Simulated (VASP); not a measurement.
# MgH2: single point with PBEsol

MgH2:

```
Mg H
1.0
     0.00000    2.19366    2.19366
     2.19366    0.00000    2.19366
     2.19366    2.19366    0.00000
Mg H
1 2
Direct
  0.00000 0.00000 0.00000
  0.25000 0.25000 0.25000
  0.75000 0.75000 0.75000
```

```json
{
 "Program": "VASP 6.6.1",
 "Task": "single point",
 "Functional": "PBEsol",
 "Potentials or basis": "VASP PAW PBE potentials, release 64 (Mg, H)",
 "Cutoff": "520 eV",
 "k mesh": "10 × 10 × 10",
 "Occupations": "fermi-dirac, width 0.05 eV",
 "Spin": "no spin polarisation"
}
```

* Pressure: 19.8 GPa
* Band gap on the k mesh: zero (band 2 reaches 6.07 eV, above the bottom of band 3 at 3.73 eV)

Levels at points of the mesh, in eV from the Fermi level:
```csv
k point,band 1,band 2,band 3,band 4,band 5,band 6,band 7
"(0.00, 0.00, 0.00)",-11.58,1.74,10.33,10.33,10.33,14.32,14.32
"(0.50, 0.00, 0.00)",-6.49,-6.46,7.71,9.67,9.87,9.87,11.02
"(0.50, 0.50, 0.00)",-6.46,-2.51,-0.61,5.48,5.48,9.71,20.59
```

Wall time 6.8 s on 1 thread of Intel Xeon 6975P-C (shared host), peak memory 0.14 GiB.

Caveat: the PAW data sets were made with another functional, which shifts forces and pressure a little.
